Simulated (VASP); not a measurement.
A run of VASP 6.6.1 is set up as follows.

Contents of INCAR:

```
ALGO     = Normal         # electronic algorithm
EDIFF    = 1E-6           # SCF threshold, eV
ENCUT    = 520            # plane-wave cutoff, eV
GGA      = PE             # functional
ISIF     = 2              # what is computed and relaxed
ISMEAR   = -1             # smearing method
IVDW     = 12             # dispersion correction
LASPH    = True           # aspherical terms in the spheres
LCHARG   = True           # write CHGCAR
LELF     = True           # ELF
LREAL    = Auto         
LVHAR    = True         
LWAVE    = False          # write WAVECAR
NBANDS   = 82             # bands
NELM     = 60             # most SCF steps
PREC     = Accurate       # precision mode
SIGMA    = 0.05           # smearing width, eV
```

File KPOINTS:

```
k-points
0
Gamma
  1 1 1
```

Contents of POSCAR:

```
H3CCl
1.0
    9.0287150000      0.0000000000      0.0000000000
    0.0000000000      9.0287150000      0.0000000000
    0.0000000000      0.0000000000      9.0287150000
C Cl H
8 8 24
Direct
    0.5965300710      0.5660163157      0.0308128012
    0.4050853305      0.0636081657      0.6484200686
    0.7850175800      0.8626255231      0.7669086908
    0.9852121814     -0.0350658981      0.3341339271
    0.1243366304      0.3495846308      0.2916361852
    0.8798483505      0.3098890595      0.7823150914
    0.4024160692      0.5592490183      0.4901029659
    0.5712551565      1.0971993246      0.2663834222
    0.5886884235      0.4546272642      0.2014793910
    0.2949256899      0.1334962949      0.7959161409
    0.9003163795      0.7025252209      0.7117845673
    1.1766126187     -0.0656239565      0.3164126900
   -0.0240122764      0.4186642285      0.4108558084
    0.8590480484      0.2526937665      0.9743800751
    0.2896203945      0.6756443193      0.6128003819
    0.5693390477      0.8956534789      0.2818341259
    0.6618439058      0.6636603326      0.0529643476
    0.6455292918      0.4893387376     -0.0521004373
    0.4851410195      0.5941155524     -0.0013512443
    0.4090947604     -0.0595322812      0.6549658506
    0.3579468396      0.0855714241      0.5361892584
    0.5172053830      0.1210028227      0.6561620341
    0.7521889881      0.9228112749      0.6681792481
    0.6892232173      0.8157639265      0.8268618513
    0.8508187488      0.9356591719      0.8391781112
    0.9275295543     -0.0808974478      0.2355595453
    0.9420498930     -0.0895143993      0.4331402641
    0.9757202437      0.0852945297      0.3249742627
    0.1525577006      0.4487460286      0.2283713685
    0.2163873818      0.3020695636      0.3573819752
    0.0812850998      0.2666603166      0.2183810210
    0.7873767197      0.2868625269      0.7104443988
    0.9044587187      0.4331402641      0.7827470465
    0.9832517695      0.2499137474      0.7471384355
    0.4154301027      0.4402509106      0.5237179377
    0.3443125628      0.5656951183      0.3795999763
    0.5025189077      0.6243967165      0.4869020675
    0.6422397872      1.1400736428      0.3496178581
    0.6175297371      1.1235153618      0.1552158862
    0.4517697147      1.1340041191      0.2698279877
```

Potentials or basis: VASP PAW PBE potentials, release 64 (C, Cl, H).

The run is started by

```console
$ cat potpaw_PBE.64/C/POTCAR potpaw_PBE.64/Cl/POTCAR potpaw_PBE.64/H/POTCAR > POTCAR
$ mpirun -np 1 vasp_gam > vasp.out
```

Q: Predict the largest force.

A: 2.437 eV/Å.

Q: What does it give for the band gap on the k mesh?

A: 5.10 eV.

Q: Predict the pressure.

A: -1.2 GPa.

Q: Estimate the dispersion energy per atom.

A: -0.043 eV.

Forces in eV/Å, atoms in the order of the input:
```
C    0.288 -1.532  0.165
C    0.949  0.039 -0.764
C    0.425 -0.795  0.447
C   -0.581  0.095 -1.141
C   -0.116  0.763  0.707
C    2.268  0.754  0.478
C   -1.270  0.393 -0.689
C   -1.340 -0.647 -1.776
Cl  -0.027  0.632 -0.590
Cl  -0.174  0.032 -0.145
Cl  -0.517  1.025  0.146
Cl   0.762 -0.428 -0.095
Cl   0.430 -0.524 -0.196
Cl  -0.403  0.093 -0.502
Cl   0.144 -0.902  0.054
Cl   0.076  0.385  0.105
H    0.335  0.233  0.068
H   -0.040  0.581  0.324
H   -0.568  0.147 -0.014
H    0.281  0.602  0.242
H   -0.081  0.230  0.737
H   -0.975 -0.833 -0.049
H   -0.126 -0.048 -0.318
H    0.211  0.277 -0.237
H   -0.045 -0.271 -0.092
H    0.265 -0.032  0.363
H    0.034  0.293  0.197
H   -0.535 -0.003  0.618
H    0.460 -0.186 -0.069
H   -0.376  0.426 -0.096
H   -0.407 -0.474 -0.427
H   -0.610 -0.355  0.044
H   -0.334 -1.169  0.032
H   -0.856  0.464 -0.095
H   -0.158  0.980  0.217
H    0.621 -0.122  0.917
H    0.680 -0.334 -0.234
H    0.429  0.476  0.939
H   -0.237 -0.097  0.527
H    1.120 -0.171  0.203
```

Caveat: the k points lie up to 0.70 Å⁻¹ apart; the atoms stand as in a frame of molecular dynamics.
